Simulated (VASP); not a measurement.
# BaTiO3 in VASP: notebook

The runs below take BaTiO3 through single point, with RPBE+D3(BJ), PBE.

Everything below comes from runs of VASP 6.6.1. Logs are shortened: lines on timing, memory, paths and dates and some standing lists are left out, and cuts for length are marked.

## Step 1: The cell of the first run

Symmetry: P4mm, No. 99, tetragonal system. The conventional cell has a = 3.918 Å, b = 3.918 Å, c = 3.936 Å, α = 90.00°, β = 90.00°, γ = 90.00°. Ba (site symmetry 4mm) has 12 O at 2.73 to 2.82 Å and 8 Ti at 3.38 to 3.42 Å within 3.6 Å. Within 2.5 Å of Ti (site symmetry 4mm) lie 6 O at 1.85 to 2.08 Å. O (site symmetry 2mm) has 2 Ti at 1.96 Å within 2.6 Å. Within 2.5 Å of O (site symmetry 4mm) lie 2 Ti at 1.85 to 2.08 Å.

## Step 2: Single point, RPBE+D3(BJ)

The input, INCAR:

```
  ALGO = Normal
  EDIFF = 1E-6
  ENCUT = 910
  GGA = RP
  GGA_COMPAT = False
  ISIF = 2
  ISMEAR = -1
  IVDW = 12
  LASPH = True
  LCHARG = False
  LREAL = False
  LWAVE = False
  NBANDS = 28
  NELM = 120
  PREC = Accurate
  SIGMA = 0.05
```

The input, KPOINTS:

```
k-points
0
Gamma
  7 7 7
```

The input, POSCAR:

```
BaTiO3
1.0
    3.9181485176      0.0000000000      0.0000000000
    0.0000000000      3.9181485176      0.0000000000
    0.0000000000      0.0000000000      3.9359769848
Ba Ti O
1 1 3
Direct
    0.0000000000      0.0000000000      0.0000000000
    0.5000000000      0.5000000000      0.4900000000
    0.0000000000      0.5000000000      0.5170000000
    0.5000000000      0.0000000000      0.5170000000
    0.5000000000      0.5000000000      0.0190000000
```

Potentials or basis: VASP PAW PBE potentials, release 64 (Ba_sv, Ti_sv, O_h).

On the command line:

```sh
cat potpaw_PBE.64/Ba_sv/POTCAR potpaw_PBE.64/Ti_sv/POTCAR potpaw_PBE.64/O_h/POTCAR > POTCAR
mpirun -np 1 vasp_std > vasp.out
```

OUTCAR:

```text
EDIFF = 1E-6
   ENCUT = 910
   GGA = RP
   ISIF = 2
   ISMEAR = -1
   IVDW = 12
   LASPH = True
   LREAL = False
   NELM = 120
   PREC = Accurate
 IVDW          = 12

 ion  position               nearest neighbor table
   1  0.000  0.000  0.000-   3 2.73   4 2.73   3 2.73   4 2.73   5 2.77   5 2.77   5 2.77   5 2.77
                             4 2.82   3 2.82   4 2.82   3 2.82   2 3.38   2 3.38   2 3.38   2 3.38
   2  0.500  0.500  0.490-   5 1.85   4 1.96   3 1.96   4 1.96   3 1.96   5 2.08   1 3.38   1 3.38
                             1 3.38   1 3.38   1 3.42   1 3.42   1 3.42   1 3.42
   3  0.000  0.500  0.517-   2 1.96   2 1.96   1 2.73   1 2.73   1 2.82   1 2.82
   4  0.500  0.000  0.517-   2 1.96   2 1.96   1 2.73   1 2.73   1 2.82   1 2.82
   5  0.500  0.500  0.019-   2 1.85   2 2.08   1 2.77   1 2.77   1 2.77   1 2.77

  LATTYP: Found a simple tetragonal cell.
 ALAT       =     3.9181485176
 C/A-ratio  =     1.0045502275

  Lattice vectors:

 A1 = (   3.9181485176,   0.0000000000,   0.0000000000)
 A2 = (   0.0000000000,   3.9181485176,   0.0000000000)
 A3 = (   0.0000000000,   0.0000000000,   3.9359769848)

Analysis of symmetry for initial positions (statically):
=====================================================================
 Subroutine PRICEL returns:
 Original cell was already a primitive cell.

 Routine SETGRP: Setting up the symmetry group for a
 simple tetragonal supercell.

 Subroutine GETGRP returns: Found  8 space group operations
 (whereof  8 operations were pure point group operations)
 out of a pool of 16 trial point group operations.

The static configuration has the point symmetry C_4v.

Analysis of symmetry for dynamics (positions and initial velocities):
=====================================================================
 Subroutine PRICEL returns:
 Original cell was already a primitive cell.

 Routine SETGRP: Setting up the symmetry group for a
 simple tetragonal supercell.

 Subroutine GETGRP returns: Found  8 space group operations
 (whereof  8 operations were pure point group operations)
 out of a pool of 16 trial point group operations.

The dynamic configuration has the point symmetry C_4v.

 Subroutine INISYM returns: Found  8 space group operations
 (whereof  8 operations are pure point group operations),
 and found     1 'primitive' translations

----------------------------------------------------------------------------------------

                                     Primitive cell

  volume of cell :      60.4247

  direct lattice vectors                    reciprocal lattice vectors
     3.918148518  0.000000000  0.000000000     0.255222587  0.000000000  0.000000000
     0.000000000  3.918148518  0.000000000     0.000000000  0.255222587  0.000000000
     0.000000000  0.000000000  3.935976985     0.000000000  0.000000000  0.254066526

  length of vectors
     3.918148518  3.918148518  3.935976985     0.255222587  0.255222587  0.254066526

  position of ions in fractional coordinates (direct lattice)
     0.000000000  0.000000000  0.000000000
     0.500000000  0.500000000  0.490000000
     0.000000000  0.500000000  0.517000000
     0.500000000  0.000000000  0.517000000
     0.500000000  0.500000000  0.019000000

  ion indices of the primitive-cell ions
   primitive index   ion index
                 1           1
                 2           2
                 3           3
                 4           4
                 5           5

----------------------------------------------------------------------------------------

 KPOINTS: k-points

Automatic generation of k-mesh.
 Grid dimensions read from file:
 generate k-points for:    7    7    7

 Generating k-lattice:

  Cartesian coordinates                     Fractional coordinates (reciprocal lattice)
     0.036460370  0.000000000  0.000000000     0.142857143  0.000000000  0.000000000
     0.000000000  0.036460370  0.000000000     0.000000000  0.142857143  0.000000000
     0.000000000  0.000000000  0.036295218     0.000000000  0.000000000  0.142857143

  Length of vectors
     0.036460370  0.036460370  0.036295218

  Shift w.r.t. Gamma in fractional coordinates (k-lattice)
     0.000000000  0.000000000  0.000000000

 Subroutine IBZKPT returns following result:
 ===========================================

 Found     40 irreducible k-points:

 Following reciprocal coordinates:
            Coordinates               Weight
  0.000000  0.000000  0.000000      1.000000
  0.142857  0.000000  0.000000      4.000000
  0.285714  0.000000  0.000000      4.000000
  0.428571  0.000000  0.000000      4.000000
  0.142857  0.142857  0.000000      4.000000
  0.285714  0.142857  0.000000      8.000000
[... 16 lines left out ...]
  0.285714  0.000000  0.285714      8.000000
  0.428571  0.000000  0.285714      8.000000
 [... further k-points ...]
   k-points           NKPTS =     40   k-points in BZ     NKDIM =     40   number of bands    NBANDS=     28
   number of dos      NEDOS =    301   number of ions     NIONS =      5
   total plane-waves  NPLWV =  64000
   dimension x,y,z NGX =    40 NGY =   40 NGZ =   40
   dimension x,y,z NGXF=    80 NGYF=   80 NGZF=   80
   ions per type =               1   1   3
   NGX,Y,Z   is equivalent  to a cutoff of  16.97, 16.97, 16.90 a.u.
   NGXF,Y,Z  is equivalent  to a cutoff of  33.94, 33.94, 33.79 a.u.
 SYSTEM =  unknown system
   PREC   = accura    normal or accurate (medium, high low for compatibility)
   ISTART =      0    job   : 0-new  1-cont  2-samecut
   ICHARG =      2    charge: 1-file 2-atom 10-const
   ISPIN  =      1    spin polarized calculation?
   LNONCOLLINEAR =      F non collinear calculations
   LSORBIT =      F    spin-orbit coupling
   LASPH  =      T    aspherical Exc in radial PAW
   ENCUT  =  910.0 eV  66.88 Ry    8.18 a.u.   9.64  9.64  9.68*2*pi/ulx,y,z
   NELM   =    120;   NELMIN=  2; NELMDL= -5     # of ELM steps
   EDIFF  = 0.1E-05   stopping-criterion for ELM
   LREAL  =      F    real-space projection
   EDIFFG = 0.1E-04   stopping-criterion for IOM
   NSW    =      0    number of steps for IOM
   IBRION =     -1    ionic relax: 0-MD 1-quasi-New 2-CG
   NFREE  =      0    steps in history (QN), initial steepest desc. (CG)
   ISIF   =      2    stress and relaxation
   ISYM   =      2    0-nonsym 1-usesym 2-fastsym
   POTIM  = 0.5000    time-step for ionic-motion
   TEBEG  =    0.0;   TEEND  =   0.0 temperature during run
   PSTRESS=    0.0 pullay stress
   NELECT =      40.0000    total number of electrons
   NUPDOWN=      -1.0000    fix difference up-down
   EMIN   =  10.00;   EMAX   =-10.00  energy-range for DOS
   EFERMI =   0.00;   METHOD = LEGACY
   ISMEAR =    -1;   SIGMA  =   0.05  broadening in eV -4-tet -1-fermi 0-gaus
   EFERMI_NEDOS =   21; number of points for ismear=-14 and -15
   IALGO  =     38    algorithm
   IMIX   =      4    mixing-type and parameters
     AMIX     =   0.40;   BMIX     =  1.00
     AMIX_MAG =   1.60;   BMIX_MAG =  1.00
  volume/ion in A,a.u.               =      12.08        81.55
  Fermi-wavevector in a.u.,A,eV,Ry     =   1.426779  2.696221 27.697358  2.035698
  Thomas-Fermi vector in A             =   2.547019
   LORBIT       =      0    0 simple, 1 ext, 2 COOP (PROOUT), +10 PAW based schemes
   GGA     = RP    functional components
   LHFCALC =     F    Hartree Fock is set to
   AEXX    =    0.0000 exact exchange contribution
   IVDW    =    12    specifies the selected vdW correction
   LEPSILON=     F    determine dielectric tensor
   LRPA    =     F    only Hartree local field effects (RPA)
 non-spin polarized calculation
  energy-cutoff  :      910.00
  volume of cell :       60.42
 maximum number of plane-waves:      3799
 NGX is ok and might be reduce to    40
   NGX = 19   NGY = 19   NGZ = 19

 number of electron      40.0000002 magnetization

 Free energy of the ion-electron system (eV)
  ---------------------------------------------------
  ext. energy  EPLUGINS =         0.00000000
  ---------------------------------------------------
  free energy    TOTEN  =       -37.54545398 eV

  energy without entropy =      -37.54545398  energy(sigma->0) =      -37.54545398

 E-fermi :   5.8320     XC(G=0): -11.3787

 val. band max:        4.7522730960   @ k =   0.4286   0.4286   0.4286
 cond. band min:       6.7934259907   @ k =   0.0000   0.0000   0.0000
 fundamental gap:      2.0411528947
 Fermi energy:         5.8319867263

 k-point     1 :       0.0000    0.0000    0.0000
  band No.  band energies     occupation
      1     -51.6291      2.00000
      2     -27.8388      2.00000
      3     -27.8008      2.00000
      4     -27.8008      2.00000
      5     -19.9200      2.00000
      6     -12.2882      2.00000
[... 20 lines left out ...]
     27      10.0820      0.00000
     28      13.0147      0.00000

 k-point     2 :       0.1429    0.0000    0.0000
  band No.  band energies     occupation
      1     -51.6289      2.00000
      2     -27.8382      2.00000
      3     -27.8145      2.00000
      4     -27.8003      2.00000
      5     -19.8897      2.00000
      6     -12.3204      2.00000
[... 20 lines left out ...]
     27      10.4873      0.00000
     28      13.5050      0.00000

 k-point     3 :       0.2857    0.0000    0.0000
  band No.  band energies     occupation
      1     -51.6282      2.00000
      2     -27.8450      2.00000
      3     -27.8369      2.00000
      4     -27.7991      2.00000
      5     -19.8200      2.00000
      6     -12.4687      2.00000
[... 20 lines left out ...]
     27      11.5447      0.00000
     28      13.4564      0.00000

 k-point     4 :       0.4286    0.0000    0.0000
  band No.  band energies     occupation
      1     -51.6278      2.00000
      2     -27.8691      2.00000
      3     -27.8360      2.00000
      4     -27.7982      2.00000
      5     -19.7625      2.00000
      6     -12.6211      2.00000
[... 578 lines left out ...]
     27      11.9501      0.00000
     28      13.7496      0.00000

 k-point    23 :       0.2857    0.0000    0.2857
  band No.  band energies     occupation
      1     -51.6274      2.00000
      2     -27.8784      2.00000
      3     -27.8424      2.00000
      4     -27.7975      2.00000
      5     -19.7467      2.00000
      6     -12.2729      2.00000
[... 20 lines left out ...]
     27      12.9945      0.00000
     28      13.8949      0.00000

 k-point    24 :       0.4286    0.0000    0.2857
  band No.  band energies     occupation
      1     -51.6270      2.00000
      2     -27.8770      2.00000
      3     -27.8661      2.00000
      4     -27.7966      2.00000
      5     -19.7029      2.00000
      6     -12.2679      2.00000
[... 20 lines left out ...]
     27      13.6968      0.00000
     28      14.1625      0.00000

 [... further k-points ...]

------------------------ aborting loop because EDIFF is reached ----------------------------------------

 Edisp (eV)   -8.60519

 E8    (eV) :    -6.0340

  FORCE on cell =-STRESS in cart. coord.  units (eV):
  Direction    XX          YY          ZZ          XY          YZ          ZX
  --------------------------------------------------------------------------------------
  -------------------------------------------------------------------------------------
  Total      -2.94615    -2.94615    -2.55357     0.00000     0.00000     0.00000
  in kB     -78.11791   -78.11791   -67.70876     0.00000     0.00000     0.00000
  external pressure =      -74.65 kB  Pullay stress =        0.00 kB

 VOLUME and BASIS-vectors are now :
 -----------------------------------------------------------------------------
  energy-cutoff  :      910.00
  volume of cell :       60.42
      direct lattice vectors                 reciprocal lattice vectors
     3.918148518  0.000000000  0.000000000     0.255222587  0.000000000  0.000000000
     0.000000000  3.918148518  0.000000000     0.000000000  0.255222587  0.000000000
     0.000000000  0.000000000  3.935976985     0.000000000  0.000000000  0.254066526

 POSITION                                       TOTAL-FORCE (eV/Angst)
 -----------------------------------------------------------------------------------
      0.00000      0.00000      0.00000         0.000000      0.000000      0.168737
      1.95907      1.95907      1.92863         0.000000      0.000000      0.193558
      0.00000      1.95907      2.03490         0.000000      0.000000     -0.108197
      1.95907      0.00000      2.03490         0.000000      0.000000     -0.108197
      1.95907      1.95907      0.07478        -0.000000     -0.000000     -0.145902
 -----------------------------------------------------------------------------------
    total drift:                                0.000000      0.000000     -0.002287

  FREE ENERGIE OF THE ION-ELECTRON SYSTEM (eV)
  ---------------------------------------------------
  free  energy   TOTEN  =       -46.1506420622 eV

  energy  without entropy=      -46.1506420620  energy(sigma->0) =      -46.15064206
```

It took 2.3 min on 1 thread of AMD EPYC 9R45 (Zen 5), shared host; peak memory 0.32 GiB.

What came out:

```yaml
Free_energy: -46.1506 eV
Pressure: -7.5 GPa
Largest_force: 0.194 eV/Å
Band_gap_on_the_k_mesh: 2.04 eV (least direct gap 2.18 eV)
Dispersion_energy_per_atom: -1.721 eV
```

Forces on the atoms (eV/Å):
```
Ba   0.000  0.000  0.169
Ti   0.000  0.000  0.194
O    0.000  0.000 -0.108
O    0.000  0.000 -0.108
O    0.000  0.000 -0.146
```

Levels at points of the mesh, in eV from the valence-band top:
| k point | band 18 | band 19 | band 20 | band 21 | band 22 | band 23 |
| --- | --- | --- | --- | --- | --- | --- |
| (0.00, 0.00, 0.00) | -0.14 | -0.14 | -0.14 | 2.04 | 2.27 | 2.27 |

Caveat: the cutoff is under 1.25 times the usual one of these potentials, so pressure, stress and relaxed cells hold a basis-set (Pulay) error; the cell stands under tension; the PAW data sets were made with another functional, which shifts forces and pressure a little; spin-orbit coupling is left out, which moves the levels of the heavy elements; an odd mesh through Γ misses points on the zone boundary, where band edges can lie. Expect the measured gap to be larger: semilocal functionals such as RPBE lack the derivative discontinuity.

[end of part 1 of 2]
